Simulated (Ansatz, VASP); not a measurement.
**ZnPb2: VASP beside Ansatz**

```xyz
3
Lattice="5.4942 0.0000 0.0000 -2.7471 4.7581 0.0000 0.0000 0.0000 3.2717" Properties=species:S:1:pos:R:3 pbc="T T T"
Zn    0.0000    0.0000    0.0000
Pb    0.0000    3.1721    1.6359
Pb    2.7471    1.5860    1.6359
```

Alike in both runs: functional PBE; k mesh 12 × 12 × 14; occupations gaussian, width 0.1 eV; no spin polarisation.

Ansatz relaxed the structure, and its values are those at the end. VASP's run is a single point on that final structure, the one shown.

|  | VASP | Ansatz |
| --- | --- | --- |
| version | VASP 6.6.1 | Ansatz 0.2.0 |
| potentials or method | VASP PAW PBE potentials, release 64 (Zn, Pb_d), cutoff 520 eV | scalar-relativistic, plane waves, PAW |
| valence electrons in the cell | 40 | 40 |

|  | VASP | Ansatz | Ansatz less VASP |
| --- | --- | --- | --- |
| gap on the k mesh at the Fermi level (eV) | none | none | - |
| pressure (GPa) | 0.0 | 0.0 | +0.03 |

A gap of «none» marks a metal or a gap that the smearing closes.

Neither program's run includes spin-orbit coupling.
